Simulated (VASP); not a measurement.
A run of VASP 6.6.1:

INCAR

```
  PREC = Accurate
  ENCUT = 520
  EDIFF = 1E-6
  ISMEAR = 0
  SIGMA = 0.05
  LREAL = F
  LASPH = T
  NELM = 60
  ALGO = Normal
  ISIF = 2
  LWAVE = F
  LCHARG = F
  GGA = PE
  NBANDS = 65
  NELECT = 102.0
```

File KPOINTS:

```
Automatic mesh
0
Gamma
  4 4 4
```

The input POSCAR:

```
Hf5O9
1.0
   -5.0981362878      0.0000000000      0.0000000000
   -2.5490681439      5.0981362878     -2.5490681439
   -2.5490681439     -2.5490681439     -5.0981362878
Hf O
5 9
Direct
    0.8000000000      0.8000000000      0.6000000000
    0.6000000000      0.6000000000      0.2000000000
    0.4000000000      0.4000000000      0.8000000000
    0.2000000000      0.2000000000      0.4000000000
    1.0000000000      0.0000000000      1.0000000000
    0.0500000000      0.3000000000      0.1000000000
    0.8500000000      0.1000000000      0.7000000000
    0.6500000000      0.9000000000      0.3000000000
    0.4500000000      0.7000000000      0.9000000000
    0.9500000000      0.7000000000      0.9000000000
    0.7500000000      0.5000000000      0.5000000000
    0.5500000000      0.3000000000      0.1000000000
    0.2839717765      0.2333200000      0.6333400000
    0.1500000000      0.9000000000      0.3000000000
```

Potentials or basis: VASP PAW PBE potentials, release 64 (Hf_pv, O).

Command:

```console
$ cat potpaw_PBE.64/Hf_pv/POTCAR potpaw_PBE.64/O/POTCAR > POTCAR
$ mpirun -np 1 vasp_std > vasp.out
```

Hardware: 1 thread of Intel(R) Xeon(R) Platinum 8488C (Sapphire Rapids), on a shared host.

Q: Estimate the wall time of this run.

A: It took 6.2 min on 1 thread of Intel(R) Xeon(R) Platinum 8488C (Sapphire Rapids), on a shared host, peak memory 0.44 GiB. Counts: scf iterations 16, k points 36.
